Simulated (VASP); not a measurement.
Here is a VASP 6.6.1 calculation.

File INCAR:

```
PREC     = Accurate       # precision mode
ENCUT    = 520            # plane-wave cutoff, eV
EDIFF    = 1E-6           # SCF threshold, eV
ISMEAR   = 0              # smearing method
SIGMA    = 0.15           # smearing width, eV
LREAL    = False          # projectors in reciprocal space
LASPH    = True           # aspherical terms in the spheres
NELM     = 60             # most SCF steps
ALGO     = Normal         # electronic algorithm
ISIF     = 2              # what is computed and relaxed
LWAVE    = False          # write WAVECAR
LCHARG   = False          # write CHGCAR
NBANDS   = 16             # bands
```

File KPOINTS:

```
regular mesh
0
Gamma
  16 16 16
```

File POSCAR:

```
GaSb
1.0
   -2.5020000000      2.5020000000      1.7233000000
    2.5020000000     -2.5020000000      1.7233000000
    2.5020000000      2.5020000000     -1.7233000000
Ga Sb
1 1
Direct
    0.2500000000      0.7500000000      0.5000000000
    0.0000000000      0.0000000000      0.0000000000
```

Potentials or basis: VASP PAW LDA potentials, release 64 (Ga_d, Sb).

Launch:

```bash
$ cat potpaw_LDA.64/Ga_d/POTCAR potpaw_LDA.64/Sb/POTCAR > POTCAR
$ mpirun -np 1 vasp_std > vasp.out
```

(1) What does it give for the band gap on the k mesh?

(2) What does it give for the pressure?

## Answers

(1) zero (bands 9 and 10 overlap by 5.22 eV).

(2) 5.7 GPa.

Caveat: the stress differs along the axes, from 0 to 8 GPa; spin-orbit coupling is left out, which moves the levels of the heavy elements.
